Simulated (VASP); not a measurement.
# CaZn3 (Pm-3m) in VASP: further runs

The runs below take CaZn3 through single point, relaxation of cell and atoms, with LDA.

Program: VASP 6.6.1. These are calculated values, not measurements. Logs are shortened: lines on timing, memory, paths and dates and some standing lists are left out, and cuts for length are marked.

### Step 1. The cell of the first run

The structure is cubic, space group Pm-3m (No. 221). Conventional cell: a = 4.163 Å, b = 4.163 Å, c = 4.163 Å, α = 90.00°, β = 90.00°, γ = 90.00°. Ca (site symmetry m-3m) has 12 Zn at 2.94 Å within 3.9 Å. Zn (site symmetry 4/mmm) has 4 Ca at 2.94 Å and 8 Zn at 2.94 Å within 3.9 Å.

### Step 2. Single point, LDA

INCAR reads:

```
SYSTEM = CaZn3
PREC = Accurate
ENCUT = 520
EDIFF = 1E-7
ISMEAR = 1
SIGMA = 0.15
LREAL = .FALSE.
LASPH = .TRUE.
NELM = 80
ALGO = Normal
ISIF = 2
LWAVE = .FALSE.
LCHARG = .FALSE.
GGA = CA
NBANDS = 31
```

KPOINTS reads:

```
regular mesh
0
G
  5 5 5
  0 0 0
```

POSCAR reads:

```
CaZn3
1.0
    4.1633278532      0.0000000000      0.0000000000
    0.0000000000      4.1633278532      0.0000000000
    0.0000000000      0.0000000000      4.1633278532
Ca Zn
1 3
Direct
    0.0000000000      0.0000000000      0.0000000000
    0.5000000000      0.5000000000      0.0000000000
    0.5000000000      0.0000000000      0.5000000000
    0.0000000000      0.5000000000      0.5000000000
```

Potentials or basis: VASP PAW LDA potentials, release 64 (Ca_sv, Zn).

The run is started by

```
cat potpaw_LDA.64/Ca_sv/POTCAR potpaw_LDA.64/Zn/POTCAR > POTCAR
mpirun -np 1 vasp_std > vasp.out
```

OUTCAR:

```text
SYSTEM = CaZn3
   PREC = Accurate
   ENCUT = 520
   EDIFF = 1E-7
   ISMEAR = 1
   LREAL = .FALSE.
   LASPH = .TRUE.
   NELM = 80
   ISIF = 2
   GGA = CA

 ion  position               nearest neighbor table
   1  0.000  0.000  0.000-   2 2.94   3 2.94   4 2.94   3 2.94   4 2.94   2 2.94   4 2.94   4 2.94
                             2 2.94   3 2.94   3 2.94   2 2.94
   2  0.500  0.500  0.000-   1 2.94   3 2.94   4 2.94   3 2.94   4 2.94   1 2.94   3 2.94   3 2.94
                             1 2.94   4 2.94   4 2.94   1 2.94
   3  0.500  0.000  0.500-   1 2.94   2 2.94   4 2.94   1 2.94   2 2.94   2 2.94   4 2.94   2 2.94
                             1 2.94   4 2.94   1 2.94   4 2.94
   4  0.000  0.500  0.500-   1 2.94   2 2.94   3 2.94   1 2.94   2 2.94   1 2.94   3 2.94   1 2.94
                             2 2.94   3 2.94   2 2.94   3 2.94

  LATTYP: Found a simple cubic cell.
 ALAT       =     4.1633278532

  Lattice vectors:

 A1 = (   4.1633278532,   0.0000000000,   0.0000000000)
 A2 = (   0.0000000000,   4.1633278532,   0.0000000000)
 A3 = (   0.0000000000,   0.0000000000,   4.1633278532)

Analysis of symmetry for initial positions (statically):
=====================================================================
 Subroutine PRICEL returns:
 Original cell was already a primitive cell.

 Routine SETGRP: Setting up the symmetry group for a
 simple cubic supercell.

 Subroutine GETGRP returns: Found 48 space group operations
 (whereof 48 operations were pure point group operations)
 out of a pool of 48 trial point group operations.

The static configuration has the point symmetry O_h .

Analysis of symmetry for dynamics (positions and initial velocities):
=====================================================================
 Subroutine PRICEL returns:
 Original cell was already a primitive cell.

 Routine SETGRP: Setting up the symmetry group for a
 simple cubic supercell.

 Subroutine GETGRP returns: Found 48 space group operations
 (whereof 48 operations were pure point group operations)
 out of a pool of 48 trial point group operations.

The dynamic configuration has the point symmetry O_h .

 Subroutine INISYM returns: Found 48 space group operations
 (whereof 48 operations are pure point group operations),
 and found     1 'primitive' translations

----------------------------------------------------------------------------------------

                                     Primitive cell

  volume of cell :      72.1642

  direct lattice vectors                    reciprocal lattice vectors
     4.163327853  0.000000000  0.000000000     0.240192470  0.000000000  0.000000000
     0.000000000  4.163327853  0.000000000     0.000000000  0.240192470  0.000000000
     0.000000000  0.000000000  4.163327853     0.000000000  0.000000000  0.240192470

  length of vectors
     4.163327853  4.163327853  4.163327853     0.240192470  0.240192470  0.240192470

  position of ions in fractional coordinates (direct lattice)
     0.000000000  0.000000000  0.000000000
     0.500000000  0.500000000  0.000000000
     0.500000000  0.000000000  0.500000000
     0.000000000  0.500000000  0.500000000

  ion indices of the primitive-cell ions
   primitive index   ion index
                 1           1
                 2           2
                 3           3
                 4           4

----------------------------------------------------------------------------------------

 KPOINTS: regular mesh

Automatic generation of k-mesh.
 Grid dimensions read from file:
 generate k-points for:    5    5    5

 Generating k-lattice:

  Cartesian coordinates                     Fractional coordinates (reciprocal lattice)
     0.048038494  0.000000000  0.000000000     0.200000000  0.000000000  0.000000000
     0.000000000  0.048038494  0.000000000     0.000000000  0.200000000  0.000000000
     0.000000000  0.000000000  0.048038494     0.000000000  0.000000000  0.200000000

  Length of vectors
     0.048038494  0.048038494  0.048038494

  Shift w.r.t. Gamma in fractional coordinates (k-lattice)
     0.000000000  0.000000000  0.000000000

 Subroutine IBZKPT returns following result:
 ===========================================

 Found     10 irreducible k-points:

 Following reciprocal coordinates:
            Coordinates               Weight
  0.000000  0.000000  0.000000      1.000000
  0.200000  0.000000  0.000000      6.000000
  0.400000  0.000000  0.000000      6.000000
  0.200000  0.200000  0.000000     12.000000
  0.400000  0.200000  0.000000     24.000000
  0.400000  0.400000  0.000000     12.000000
  0.200000  0.200000  0.200000      8.000000
  0.400000  0.200000  0.200000     24.000000
  0.400000  0.400000  0.200000     24.000000
  0.400000  0.400000  0.400000      8.000000
   k-points           NKPTS =     10   k-points in BZ     NKDIM =     10   number of bands    NBANDS=     31
   number of dos      NEDOS =    301   number of ions     NIONS =      4
   total plane-waves  NPLWV =  32768
   dimension x,y,z NGX =    32 NGY =   32 NGZ =   32
   dimension x,y,z NGXF=    64 NGYF=   64 NGZF=   64
   ions per type =               1   3
   NGX,Y,Z   is equivalent  to a cutoff of  12.78, 12.78, 12.78 a.u.
   NGXF,Y,Z  is equivalent  to a cutoff of  25.56, 25.56, 25.56 a.u.
 SYSTEM =  CaZn3
   PREC   = accura    normal or accurate (medium, high low for compatibility)
   ISTART =      0    job   : 0-new  1-cont  2-samecut
   ICHARG =      2    charge: 1-file 2-atom 10-const
   ISPIN  =      1    spin polarized calculation?
   LNONCOLLINEAR =      F non collinear calculations
   LSORBIT =      F    spin-orbit coupling
   LASPH  =      T    aspherical Exc in radial PAW
   ENCUT  =  520.0 eV  38.22 Ry    6.18 a.u.   7.74  7.74  7.74*2*pi/ulx,y,z
   NELM   =     80;   NELMIN=  2; NELMDL= -5     # of ELM steps
   EDIFF  = 0.1E-06   stopping-criterion for ELM
   LREAL  =      F    real-space projection
   EDIFFG = 0.1E-05   stopping-criterion for IOM
   NSW    =      0    number of steps for IOM
   IBRION =     -1    ionic relax: 0-MD 1-quasi-New 2-CG
   NFREE  =      0    steps in history (QN), initial steepest desc. (CG)
   ISIF   =      2    stress and relaxation
   ISYM   =      2    0-nonsym 1-usesym 2-fastsym
   POTIM  = 0.5000    time-step for ionic-motion
   TEBEG  =    0.0;   TEEND  =   0.0 temperature during run
   PSTRESS=    0.0 pullay stress
   NELECT =      46.0000    total number of electrons
   NUPDOWN=      -1.0000    fix difference up-down
   EMIN   =  10.00;   EMAX   =-10.00  energy-range for DOS
   EFERMI =   0.00;   METHOD = LEGACY
   ISMEAR =     1;   SIGMA  =   0.15  broadening in eV -4-tet -1-fermi 0-gaus
   EFERMI_NEDOS =   21; number of points for ismear=-14 and -15
   IALGO  =     38    algorithm
   IMIX   =      4    mixing-type and parameters
     AMIX     =   0.40;   BMIX     =  1.00
     AMIX_MAG =   1.60;   BMIX_MAG =  1.00
  volume/ion in A,a.u.               =      18.04       121.75
  Fermi-wavevector in a.u.,A,eV,Ry     =   1.408922  2.662476 27.008382  1.985060
  Thomas-Fermi vector in A             =   2.531030
   LORBIT       =      0    0 simple, 1 ext, 2 COOP (PROOUT), +10 PAW based schemes
   GGA     = CA    functional components
   LHFCALC =     F    Hartree Fock is set to
   AEXX    =    0.0000 exact exchange contribution
   IVDW    =     0    specifies the selected vdW correction
   LEPSILON=     F    determine dielectric tensor
   LRPA    =     F    only Hartree local field effects (RPA)
 non-spin polarized calculation
 Methfessel and Paxton  Order N= 1 SIGMA  =   0.15
  energy-cutoff  :      520.00
  volume of cell :       72.16
 maximum number of plane-waves:      1959
 NGX is ok and might be reduce to    32
   NGX = 15   NGY = 15   NGZ = 15

 number of electron      45.9999912 magnetization

 Free energy of the ion-electron system (eV)
  ---------------------------------------------------
  ext. energy  EPLUGINS =         0.00000000
  ---------------------------------------------------
  free energy    TOTEN  =        -8.10636197 eV

  energy without entropy =       -8.10564258  energy(sigma->0) =       -8.10612217

 E-fermi :   2.9576     XC(G=0): -11.0827

 val. band max:        2.8362959940   @ k =   0.4000   0.4000   0.4000
 cond. band min:       3.0024067198   @ k =   0.4000   0.2000   0.2000
 fundamental gap:      0.1661107258
 Fermi energy:         2.9576121032

 k-point     1 :       0.0000    0.0000    0.0000
  band No.  band energies     occupation
      1     -37.0326      2.00000
      2     -18.4281      2.00000
      3     -18.4281      2.00000
      4     -18.4281      2.00000
      5      -5.5828      2.00000
      6      -4.8055      2.00000
[... 23 lines left out ...]
     30       9.2054      0.00000
     31       9.2054      0.00000

 k-point     2 :       0.2000    0.0000    0.0000
  band No.  band energies     occupation
      1     -37.0315      2.00000
      2     -18.4546      2.00000
      3     -18.4271      2.00000
      4     -18.4271      2.00000
      5      -5.2284      2.00000
      6      -4.7671      2.00000
[... 23 lines left out ...]
     30       8.8306      0.00000
     31      10.1790      0.00000

 k-point     3 :       0.4000    0.0000    0.0000
  band No.  band energies     occupation
      1     -37.0296      2.00000
      2     -18.4970      2.00000
      3     -18.4257      2.00000
      4     -18.4257      2.00000
      5      -4.7329      2.00000
      6      -4.7103      2.00000
[... 23 lines left out ...]
     30       8.3362      0.00000
     31       9.6028      0.00000

 k-point     4 :       0.2000    0.2000    0.0000
  band No.  band energies     occupation
      1     -37.0304      2.00000
      2     -18.4549      2.00000
      3     -18.4498      2.00000
      4     -18.4262      2.00000
      5      -4.9501      2.00000
      6      -4.7308      2.00000
[... 159 lines left out ...]
     30       8.0450      0.00000
     31       9.9181      0.00000

 k-point     9 :       0.4000    0.4000    0.2000
  band No.  band energies     occupation
      1     -37.0261      2.00000
      2     -18.4824      2.00000
      3     -18.4805      2.00000
      4     -18.4427      2.00000
      5      -4.7219      2.00000
      6      -4.6495      2.00000
[... 23 lines left out ...]
     30       9.0089      0.00000
     31       9.1639      0.00000

 k-point    10 :       0.4000    0.4000    0.4000
  band No.  band energies     occupation
      1     -37.0246      2.00000
      2     -18.4763      2.00000
      3     -18.4736      2.00000
      4     -18.4736      2.00000
      5      -4.7922      2.00000
      6      -4.7469      2.00000
[... 23 lines left out ...]
     30       9.1712      0.00000
     31       9.1712      0.00000

------------------------ aborting loop because EDIFF is reached ----------------------------------------

  FORCE on cell =-STRESS in cart. coord.  units (eV):
  Direction    XX          YY          ZZ          XY          YZ          ZX
  --------------------------------------------------------------------------------------
  -------------------------------------------------------------------------------------
  Total        0.1571050      0.1571050      0.1571050     -0.0000000     -0.0000000      0.0000000
  in kB        3.4880173      3.4880173      3.4880173     -0.0000000     -0.0000000      0.0000000
  external PRESSURE =       3.4880173 kB  Pullay stress =       0.0000000 kB

 VOLUME and BASIS-vectors are now :
 -----------------------------------------------------------------------------
  energy-cutoff  :      520.00
  volume of cell :       72.16
      direct lattice vectors                 reciprocal lattice vectors
     4.163327853  0.000000000  0.000000000     0.240192470  0.000000000  0.000000000
     0.000000000  4.163327853  0.000000000     0.000000000  0.240192470  0.000000000
     0.000000000  0.000000000  4.163327853     0.000000000  0.000000000  0.240192470

 POSITION                                       TOTAL-FORCE (eV/Angst)
 -----------------------------------------------------------------------------------
      0.00000      0.00000      0.00000         0.000000      0.000000      0.000000
      2.08166      2.08166      0.00000         0.000000      0.000000      0.000000
      2.08166      0.00000      2.08166         0.000000      0.000000      0.000000
      0.00000      2.08166      2.08166         0.000000      0.000000      0.000000
 -----------------------------------------------------------------------------------
    total drift:                                0.000000     -0.000000     -0.000000

  FREE ENERGIE OF THE ION-ELECTRON SYSTEM (eV)
  ---------------------------------------------------
  free  energy   TOTEN  =        -8.1063619658 eV

  energy  without entropy=       -8.1056425760  energy(sigma->0) =       -8.10612217
```

Wall time 14 s (1 thread of Intel Xeon Platinum 8488C (Sapphire Rapids), shared host); peak memory 0.16 GiB.

What came out:

| Item | Value |
| --- | --- |
| Free energy | -8.1064 eV |
| Pressure | 0.3 GPa |
| Band gap on the k mesh | zero (bands 23 and 24 overlap by 1.10 eV) |

[end of part 1 of 2]
